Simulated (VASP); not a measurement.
Bi2TeSe2: single point with PBEsol

Crystal: Bi2TeSe2.

```
Bi Te Se
1.0
     2.02876    1.17130    9.56665
    -2.02876    1.17130    9.56665
     0.00000   -2.34261    9.56665
Bi Te Se
2 1 2
Direct
  0.39806 0.39806 0.39806
  0.60194 0.60194 0.60194
  0.00000 0.00000 0.00000
  0.21160 0.21160 0.21160
  0.78840 0.78840 0.78840
```

This cell differs from its parent crystal: strain -0.030 along x and y, -0.015 along z.

```json
{
 "Program": "VASP 6.6.1",
 "Task": "single point",
 "Functional": "PBEsol",
 "Potentials or basis": "VASP PAW PBE potentials, release 64 (Bi_d, Te, Se)",
 "Cutoff": "520 eV",
 "k mesh": "12 × 12 × 12",
 "Occupations": "gaussian, width 0.05 eV",
 "Spin": "no spin polarisation"
}
```

```json
{
 "Pressure": "7.9 GPa",
 "Largest force": "1.967 eV/Å",
 "Band gap on the k mesh": "0.42 eV"
}
```

Forces in eV/Å, atoms in the order of the input:
```
Bi   0.000  0.000  1.967
Bi   0.000  0.000 -1.967
Te   0.000  0.000  0.000
Se   0.000  0.000  0.070
Se   0.000  0.000 -0.070
```

Levels at points of the mesh, in eV from the valence-band top:
| k point | band 20 | band 21 | band 22 | band 23 | band 24 | band 25 | band 26 | band 27 | band 28 | band 29 |
| --- | --- | --- | --- | --- | --- | --- | --- | --- | --- | --- |
| (0.00, 0.00, 0.00) | -1.80 | -1.80 | -1.15 | -1.15 | 0.00 | 0.42 | 0.89 | 0.89 | 2.19 | 2.68 |
| (0.50, 0.00, 0.00) | -3.28 | -3.05 | -2.54 | -1.24 | -0.62 | 0.73 | 1.33 | 2.68 | 2.90 | 3.44 |
| (0.50, 0.50, 0.00) | -2.64 | -2.16 | -2.02 | -1.80 | -1.17 | 1.04 | 1.74 | 2.01 | 2.68 | 3.37 |
| (0.50, 0.50, 0.50) | -1.57 | -1.42 | -1.42 | -1.35 | -0.48 | 0.87 | 1.18 | 1.18 | 1.99 | 2.37 |

Run time: 10 min on 1 × NVIDIA H100 80GB with 1 thread of AMD EPYC 7R13 Processor (Zen 3) (shared host), peak memory 2.3 GiB.

Caveat: the cell differs from its parent crystal (strain -0.030 along x and y, -0.015 along z); the cell stands under pressure; the PAW data sets were made with another functional, which shifts forces and pressure a little; spin-orbit coupling is left out, which moves the levels of the heavy elements. A k mesh can miss the band edges.
